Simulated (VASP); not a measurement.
## BeB3P2: relaxation of cell and atoms with PBE

The system is BeB3P2.

```
CELL_PARAMETERS angstrom
3.11092 1.79609 2.39985
-3.11092 1.79609 2.39985
0.00000 -3.59218 2.39985
ATOMIC_POSITIONS crystal
Be 0.50000 0.50000 0.50000
B 0.00000 0.50000 0.00000
B 0.50000 0.00000 0.00000
B 0.00000 0.00000 0.50000
P 0.78394 0.78394 0.78394
P 0.21606 0.21606 0.21606
```

```
Program                : VASP 6.6.1
Task                   : relaxation of cell and atoms
Functional             : PBE
Potentials or basis    : VASP PAW PBE potentials, release 64 (Be, B, P)
Cutoff                 : 600 eV
k mesh                 : 6 × 6 × 6
Occupations            : gaussian, width 0.1 eV
Spin                   : no spin polarisation
Dipole correction      : no
Further INCAR settings : ALGO = Normal; EDIFF = 1e-07; IBRION = 2; EDIFFG = -0.04; NSW = 90; ISIF = 3
```

- Relaxed volume: 13.36 Å³/atom
- Relaxed cell: a = 4.314 Å, b = 4.314 Å, c = 4.314 Å, α = 92.01°, β = 92.01°, γ = 92.01°
- Space group after relaxing (to 0.05 Å): R-3m (No. 166)
- Energy gained by relaxing: 0.3 meV/atom
- Ionic steps: 3
- Pressure after relaxing: 0.2 GPa
- Largest force after relaxing: 0.036 eV/Å

Forces on the atoms (eV/Å):
```
Be   0.000  0.000  0.000
B    0.000  0.000  0.000
B    0.000  0.000  0.000
B    0.000  0.000  0.000
P    0.000  0.000  0.036
P    0.000  0.000 -0.036
```

The path:
```tsv
step	energy change (eV)	largest force (eV/Å)	pressure (GPa)	volume (Å³)
1	0.0000	0.1411	-0.43	80.46
2	-0.0014	0.0062	0.39	80.03
3	-0.0017	0.0356	0.15	80.15
```

Final structure:
```xyz
6
Lattice="3.1037 1.7919 2.4020 -3.1037 1.7919 2.4020 0.0000 -3.5838 2.4020" Properties=species:S:1:pos:R:3 pbc="T T T"
Be    0.0000    0.0000    3.6031
B    -1.5518    0.8959    1.2010
B     1.5518    0.8959    1.2010
B     0.0000   -1.7919    1.2010
P     0.0000    0.0000    5.6541
P     0.0000    0.0000    1.5520
```

Levels at points of the mesh, in eV from the Fermi level:
```csv
k point,band 8,band 9,band 10,band 11,band 12,band 13
"(0.00, 0.00, 0.00)",-3.18,-2.82,-2.82,0.71,1.61,2.01
"(0.50, 0.00, 0.00)",-4.27,-1.71,-1.02,0.65,0.69,1.42
"(0.50, 0.50, 0.00)",-3.47,-1.97,-1.01,-0.74,0.51,1.38
"(0.50, 0.50, 0.50)",-4.78,-1.06,-1.06,1.90,2.95,2.95
```

Run time: 110 s on 1 thread of Intel(R) Xeon(R) Platinum 8259CL CPU @ 2.50GHz (Skylake/Cascade Lake) (shared host), peak memory 0.22 GiB.
